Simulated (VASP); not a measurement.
B4Pb5O11: single point with PBE

B4Pb5O11:

```
CELL_PARAMETERS angstrom
6.96100 -0.17027 -0.29950
-0.17027 6.79691 -0.04644
-0.29950 -0.04644 6.97123
ATOMIC_POSITIONS crystal
Pb 0.59492 0.24107 0.19536
Pb 0.43119 0.64685 0.43398
Pb 0.17816 0.26929 0.98493
Pb 0.79720 0.51064 0.85573
Pb 0.00115 0.90038 0.47457
O 0.23195 0.37153 0.30280
O 0.08781 0.65406 0.00086
O 0.65232 0.13034 0.80860
O 0.92604 0.96082 0.93805
O 0.66999 0.08691 0.47813
O 0.12369 0.56590 0.54871
O 0.10217 0.20945 0.57921
O 0.15331 0.96027 0.19633
O 0.67913 0.55820 0.17358
O 0.65882 0.78067 0.76676
O 0.50353 0.36039 0.61282
B 0.05040 0.83535 0.05184
B 0.59871 0.19127 0.62055
B 0.74789 0.95002 0.83660
B 0.14844 0.36449 0.48015
```

```yaml
Program: VASP 6.6.1
Task: single point
Functional: PBE
Potentials_or_basis: VASP PAW PBE potentials, release 64 (Pb_d, O, B)
Cutoff: 520 eV
k_mesh: 1 × 1 × 1
Occupations: fermi-dirac, width 0.05 eV
Spin: no spin polarisation
```

```
Pressure      : 2.2 GPa
Largest force : 3.189 eV/Å
```

Forces in eV/Å, atoms in the order of the input:
```
Pb   0.137 -0.079  0.008
Pb   0.217  0.580 -0.214
Pb  -0.221  0.427  0.037
Pb  -0.265 -0.078  0.578
Pb  -0.128 -0.182  0.061
O    0.340 -0.705 -1.065
O   -0.353 -0.091  0.249
O    0.719 -1.546  1.024
O   -0.157  0.621  0.069
O   -0.140  0.282 -0.649
O    0.226 -1.666 -0.122
O   -0.314 -1.211  1.010
O   -0.553 -0.952 -0.760
O   -0.110 -0.821 -0.058
O   -0.029  0.464  0.084
O    0.341  0.298 -0.210
B    1.848  1.212  0.412
B    0.097  0.331 -0.017
B   -1.329 -0.047 -0.679
B   -0.326  3.163  0.241
```

Stress tensor (GPa, compression positive):
```
 2.63  0.92  1.63
 0.92  1.02 -0.56
 1.63 -0.56  3.09
```

Levels at points of the mesh, in eV from the Fermi level:
| k point | band 71 | band 72 | band 73 | band 74 | band 75 | band 76 | band 77 | band 78 |
| --- | --- | --- | --- | --- | --- | --- | --- | --- |
| (0.00, 0.00, 0.00) | -1.56 | -1.27 | -1.10 | -0.74 | 0.74 | 2.12 | 2.77 | 3.13 |

Run time: 2.3 min on 1 thread of Intel Xeon 8259CL, with other jobs on the host, peak memory 0.37 GiB.

Caveat: the k points lie up to 0.93 Å⁻¹ apart; the atoms stand as in a frame of molecular dynamics; spin-orbit coupling is left out, which moves the levels of the heavy elements.
